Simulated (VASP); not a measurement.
A run of VASP 6.6.1 is set up as follows.

INCAR

```
SYSTEM = Co
PREC = Accurate
ENCUT = 520
EDIFF = 1E-7
ISMEAR = 0
SIGMA = 0.022
LREAL = .FALSE.
LASPH = .TRUE.
NELM = 150
ALGO = Normal
ISIF = 2
LWAVE = .FALSE.
LCHARG = .TRUE.
ISPIN = 2
MAGMOM = 2 2
LORBIT = 11
LMAXMIX = 4
GGA = PE
LELF = .TRUE.
LVHAR = .TRUE.
NBANDS = 20
```

Contents of KPOINTS:

```
regular mesh
0
G
  12 12 7
  0 0 0
```

Contents of POSCAR:

```
Co
1.0
    2.4719999032      0.0000000000      0.0000000000
   -1.2359999516      2.1408147143      0.0000000000
    0.0000000000      0.0000000000      4.0211440800
Co
2
Direct
    0.6666666667      0.3333333333      0.7500000000
    0.3333333333      0.6666666667      0.2500000000
```

Potentials or basis: VASP PAW PBE potentials, release 64 (Co).

Command:

```sh
$ cat potpaw_PBE.64/Co/POTCAR > POTCAR
$ mpirun -np 1 vasp_std > vasp.out
```

Task: What does it give for the site moments?

Result: Co +1.62 μB.

Task: What does it give for the pressure?

Result: 3.9 GPa.

Task: Predict the net moment.

Result: 3.21 μB per cell.

Stress tensor (GPa, compression positive):
```
5.01 0.00 0.00
0.00 5.01 0.00
0.00 0.00 1.78
```

Caveat: the cell stands under pressure.
